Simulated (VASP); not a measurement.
# GeSe (Pnma) in VASP: relaxation of cell and atoms with PBE

Aim: the relaxation of cell and atoms of GeSe with PBE.

Everything below comes from runs of VASP 6.6.1. Logs are shortened: lines on timing, memory, paths and dates and some standing lists are left out, and cuts for length are marked.

### Step 1. The cell of the first run

Symmetry: Pnma, No. 62, orthorhombic system. The conventional cell has a = 10.790 Å, b = 3.820 Å, c = 4.380 Å, α = 90.00°, β = 90.00°, γ = 90.00°. Ge (site symmetry m) has 6 Se at 2.54 to 3.38 Å and 2 Ge at 3.37 Å within 3.4 Å. Within 3.4 Å of Se (site symmetry m) lie 6 Ge at 2.54 to 3.38 Å.

### Step 2. Relaxation of cell and atoms, PBE

File INCAR:

```
PREC     = Accurate       # precision mode
ENCUT    = 500            # plane-wave cutoff, eV
EDIFF    = 1E-7           # SCF threshold, eV
ISMEAR   = 0              # smearing method
SIGMA    = 0.01           # smearing width, eV
LREAL    = F              # projectors in reciprocal space
LASPH    = T              # aspherical terms in the spheres
NELM     = 120            # most SCF steps
ALGO     = Normal         # electronic algorithm
ISIF     = 3              # what is computed and relaxed
LWAVE    = F              # write WAVECAR
LCHARG   = F              # write CHGCAR
GGA      = PE             # functional
IBRION   = 2              # ionic algorithm
NSW      = 80             # ionic steps
EDIFFG   = -0.02          # ionic threshold
GGA_COMPAT= F            
NELMIN   = 4
```

File KPOINTS:

```
Automatic mesh
0
Gamma
  2 6 6
```

File POSCAR:

```
GeSe
1.0
   10.7900000000      0.0000000000      0.0000000000
    0.0000000000      3.8200000000      0.0000000000
    0.0000000000      0.0000000000      4.3800000000
Ge Se
4 4
Direct
    0.1210000000      0.7500000000      0.8940000000
    0.6210000000      0.7500000000      0.6060000000
    0.3790000000      0.2500000000      0.3940000000
    0.8790000000      0.2500000000      0.1060000000
    0.8520000000      0.7500000000      0.4970000000
    0.3520000000      0.7500000000      0.0030000000
    0.6480000000      0.2500000000      0.9970000000
    0.1480000000      0.2500000000      0.5030000000
```

Potentials or basis: VASP PAW PBE potentials, release 64 (Ge_d, Se).

Run with:

```bash
$ cat potpaw_PBE.64/Ge_d/POTCAR potpaw_PBE.64/Se/POTCAR > POTCAR
$ mpirun -np 1 vasp_std > vasp.out
```

OUTCAR:

```text
PREC = Accurate
   ENCUT = 500
   EDIFF = 1E-7
   ISMEAR = 0
   LREAL = F
   LASPH = T
   NELM = 120
   ISIF = 3
   GGA = PE
   IBRION = 2
   NSW = 80
   EDIFFG = -0.02
   NELMIN = 4

 ion  position               nearest neighbor table
   1  0.121  0.750  0.894-   6 2.54   8 2.58   8 2.58
   2  0.621  0.750  0.606-   5 2.54   7 2.58   7 2.58
   3  0.379  0.250  0.394-   8 2.54   6 2.58   6 2.58
   4  0.879  0.250  0.106-   7 2.54   5 2.58   5 2.58
   5  0.852  0.750  0.497-   2 2.54   4 2.58   4 2.58
   6  0.352  0.750  0.003-   1 2.54   3 2.58   3 2.58
   7  0.648  0.250  0.997-   4 2.54   2 2.58   2 2.58
   8  0.148  0.250  0.503-   3 2.54   1 2.58   1 2.58

  LATTYP: Found a simple orthorhombic cell.
 ALAT       =     3.8200000000
 B/A-ratio  =     1.1465968586
 C/A-ratio  =     2.8246073298

  Lattice vectors:

 A1 = (   0.0000000000,   3.8200000000,   0.0000000000)
 A2 = (   0.0000000000,   0.0000000000,   4.3800000000)
 A3 = (  10.7900000000,   0.0000000000,   0.0000000000)

Analysis of symmetry for initial positions (statically):
=====================================================================
 Subroutine PRICEL returns:
 Original cell was already a primitive cell.

 Routine SETGRP: Setting up the symmetry group for a
 simple orthorhombic supercell.

 Subroutine GETGRP returns: Found  8 space group operations
 (whereof  2 operations were pure point group operations)
 out of a pool of  8 trial point group operations.

The static configuration has the point symmetry S_2 .
 The point group associated with its full space group is D_2h.

Analysis of symmetry for dynamics (positions and initial velocities):
=====================================================================
 Subroutine PRICEL returns:
 Original cell was already a primitive cell.

 Routine SETGRP: Setting up the symmetry group for a
 simple orthorhombic supercell.

 Subroutine GETGRP returns: Found  8 space group operations
 (whereof  2 operations were pure point group operations)
 out of a pool of  8 trial point group operations.

The dynamic configuration has the point symmetry S_2 .
 The point group associated with its full space group is D_2h.

 Subroutine INISYM returns: Found  8 space group operations
 (whereof  2 operations are pure point group operations),
 and found     1 'primitive' translations

----------------------------------------------------------------------------------------

                                     Primitive cell

  volume of cell :     180.5340

  direct lattice vectors                    reciprocal lattice vectors
    10.790000000  0.000000000  0.000000000     0.092678406  0.000000000  0.000000000
[... 98 lines left out ...]
   EDIFF  = 0.1E-06   stopping-criterion for ELM
   LREAL  =      F    real-space projection
   EDIFFG = -.2E-01   stopping-criterion for IOM
   NSW    =     80    number of steps for IOM
   IBRION =      2    ionic relax: 0-MD 1-quasi-New 2-CG
   NFREE  =      1    steps in history (QN), initial steepest desc. (CG)
   ISIF   =      3    stress and relaxation
   ISYM   =      2    0-nonsym 1-usesym 2-fastsym
   POTIM  = 0.5000    time-step for ionic-motion
   TEBEG  =    0.0;   TEEND  =   0.0 temperature during run
   PSTRESS=    0.0 pullay stress
   NELECT =      80.0000    total number of electrons
   NUPDOWN=      -1.0000    fix difference up-down
   EMIN   =  10.00;   EMAX   =-10.00  energy-range for DOS
   EFERMI =   0.00;   METHOD = LEGACY
   ISMEAR =     0;   SIGMA  =   0.01  broadening in eV -4-tet -1-fermi 0-gaus
   EFERMI_NEDOS =   21; number of points for ismear=-14 and -15
   IALGO  =     38    algorithm
   IMIX   =      4    mixing-type and parameters
     AMIX     =   0.40;   BMIX     =  1.00
     AMIX_MAG =   1.60;   BMIX_MAG =  1.00
  volume/ion in A,a.u.               =      22.57       152.29
  Fermi-wavevector in a.u.,A,eV,Ry     =   1.248107  2.358580 21.194766  1.557771
  Thomas-Fermi vector in A             =   2.382209
   LORBIT       =      0    0 simple, 1 ext, 2 COOP (PROOUT), +10 PAW based schemes
   GGA     = PE    functional components
   LHFCALC =     F    Hartree Fock is set to
   AEXX    =    0.0000 exact exchange contribution
   IVDW    =     0    specifies the selected vdW correction
   LEPSILON=     F    determine dielectric tensor
   LRPA    =     F    only Hartree local field effects (RPA)
 conjugate gradient relaxation of ions
 non-spin polarized calculation
 Gauss-broadening in eV      SIGMA  =   0.01
  energy-cutoff  :      500.00
  volume of cell :      180.53
 maximum number of plane-waves:      4628
 NGX is ok and might be reduce to    80
   NGX = 39   NGY = 13   NGZ = 15

--------------------------------------- Ionic step        1  -------------------------------------------

 number of electron      80.0000030 magnetization

 Free energy of the ion-electron system (eV)
  ---------------------------------------------------
  ext. energy  EPLUGINS =         0.00000000
  ---------------------------------------------------
  free energy    TOTEN  =       -33.71785350 eV

  energy without entropy =      -33.71785350  energy(sigma->0) =      -33.71785350

 E-fermi :   4.6046     XC(G=0): -10.0190

 val. band max:        4.5496542417   @ k =   0.0000   0.0000   0.3333
 cond. band min:       5.1775396460   @ k =   0.0000   0.0000   0.0000
 fundamental gap:      0.6278854043
 Fermi energy:         4.6046378844

 k-point     1 :       0.0000    0.0000    0.0000
  band No.  band energies     occupation
      1     -20.0326      2.00000
      2     -20.0300      2.00000
      3     -20.0289      2.00000
      4     -20.0277      2.00000
      5     -20.0273      2.00000
      6     -20.0271      2.00000
[... 1334 lines left out ...]
  FREE ENERGIE OF THE ION-ELECTRON SYSTEM (eV)
  ---------------------------------------------------
  free  energy   TOTEN  =       -33.8155289681 eV

  energy  without entropy=      -33.8155289681  energy(sigma->0) =      -33.81552897

[... ionic steps 4 to 11 ...]

--------------------------------------- Ionic step       12  -------------------------------------------

 number of electron      80.0000060 magnetization

------------------------ aborting loop because EDIFF is reached ----------------------------------------
[... 79 lines left out ...]
--------------------------------------- Ionic step       14  -------------------------------------------

 number of electron      80.0000064 magnetization

 Free energy of the ion-electron system (eV)
  ---------------------------------------------------
  ext. energy  EPLUGINS =         0.00000000
  ---------------------------------------------------
  free energy    TOTEN  =       -33.85073262 eV

  energy without entropy =      -33.85073262  energy(sigma->0) =      -33.85073262

 E-fermi :   3.6853     XC(G=0):  -9.5820

 val. band max:        3.6298166574   @ k =   0.0000   0.0000   0.3333
 cond. band min:       4.4951773278   @ k =   0.0000   0.0000   0.0000
 fundamental gap:      0.8653606704
 Fermi energy:         3.6853346399

 k-point     1 :       0.0000    0.0000    0.0000
  band No.  band energies     occupation
      1     -20.8380      2.00000
      2     -20.8368      2.00000
      3     -20.8356      2.00000
      4     -20.8349      2.00000
      5     -20.8342      2.00000
      6     -20.8341      2.00000
[... 1250 lines left out ...]
  FREE ENERGIE OF THE ION-ELECTRON SYSTEM (eV)
  ---------------------------------------------------
  free  energy   TOTEN  =       -33.8507326212 eV

  energy  without entropy=      -33.8507326212  energy(sigma->0) =      -33.85073262

 reached required accuracy - stopping structural energy minimisation
```

It took 21 min on 1 thread of Intel Xeon 6975P-C (Granite Rapids), shared host; peak memory 0.39 GiB.

What came out:

```yaml
Free_energy: -33.8507 eV
Relaxed_volume: 24.62 Å³/atom
Relaxed_cell: a = 11.198 Å, b = 3.881 Å, c = 4.532 Å, α = 90.00°, β = 90.00°, γ = 90.00°
Space_group_after_relaxing_to_0.1_Å: Pnma (No. 62)
Energy_gained_by_relaxing: 16.6 meV/atom
Ionic_steps: 14
Pressure_after_relaxing: 0.0 GPa
Largest_force_after_relaxing: 0.017 eV/Å
Band_gap_on_the_k_mesh: 0.87 eV (least direct gap 0.89 eV)
```

Forces in eV/Å, atoms in the order of the input:
```
Ge   0.015  0.000 -0.006
Ge   0.015  0.000  0.006
Ge  -0.015  0.000 -0.006
Ge  -0.015  0.000  0.006
Se   0.005  0.000  0.006
Se   0.005  0.000 -0.006
Se  -0.005  0.000  0.006
Se  -0.005  0.000 -0.006
```

Step by step:
| step | energy change (eV) | largest force (eV/Å) | pressure (GPa) | volume (Å³) |
| --- | --- | --- | --- | --- |
| 1 | 0.0000 | 0.2450 | 3.32 | 180.53 |
| 2 | -0.0839 | 0.3392 | -0.98 | 193.04 |
| 3 | -0.0977 | 0.2093 | 0.11 | 189.45 |
| 4 | -0.1077 | 0.1631 | 0.09 | 190.35 |
| 5 | -0.1185 | 0.0895 | 0.11 | 192.37 |
| 6 | -0.1188 | 0.0877 | 0.13 | 192.69 |
| 7 | -0.1241 | 0.0576 | -0.01 | 194.04 |
| 8 | -0.1261 | 0.0376 | -0.13 | 195.28 |
| 9 | -0.1305 | 0.0258 | 0.03 | 195.57 |
| 10 | -0.1320 | 0.0323 | 0.17 | 195.82 |
| 11 | -0.1320 | 0.0344 | 0.20 | 195.87 |
| 12 | -0.1324 | 0.0398 | -0.14 | 197.41 |
| 13 | -0.1327 | 0.0206 | 0.00 | 196.78 |
| 14 | -0.1329 | 0.0165 | -0.02 | 196.94 |

Final structure:
```xyz
8
Lattice="11.1981 0.0000 0.0000 0.0000 3.8808 0.0000 0.0000 0.0000 4.5318" Properties=species:S:1:pos:R:3 pbc="T T T"
Ge    1.4138    2.9106    4.0187
Ge    7.0129    2.9106    2.7790
Ge    4.1852    0.9702    1.7528
Ge    9.7843    0.9702    0.5131
Se    9.5403    2.9106    2.2335
Se    3.9412    2.9106    0.0324
Se    7.2569    0.9702    4.4994
Se    1.6578    0.9702    2.2983
```

A k mesh can miss the band edges. Zero-point motion and thermal expansion aren't in these numbers.
